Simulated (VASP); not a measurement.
Crystal: BiTe.

```
Bi Te
1.0
     0.00000    3.25642    3.25642
     3.25642    0.00000    3.25642
     3.25642    3.25642    0.00000
Bi Te
1 1
Direct
  0.00000 0.00000 0.00000
  0.50000 0.50000 0.50000
```

Base run:

* Program: VASP 6.6.1
* Functional: r2SCAN
* Potentials or basis: VASP PAW PBE potentials, release 64 (Bi_d, Te)
* Cutoff: 520 eV
* k mesh: 7 × 7 × 7
* Occupations: fermi-dirac, width 0.05 eV
* Spin: no spin polarisation

Its results: pressure -0.9 GPa.

The run is repeated on the same cell with these changes: functional from r2SCAN to LDA; potentials or basis from VASP PAW PBE potentials, release 64 (Bi_d, Te) to VASP PAW LDA potentials, release 64 (Bi_d, Te). What comes out?

Pressure -3.4 GPa.

Caveats: the PAW data sets were made with another functional, which shifts forces and pressure a little (some runs).
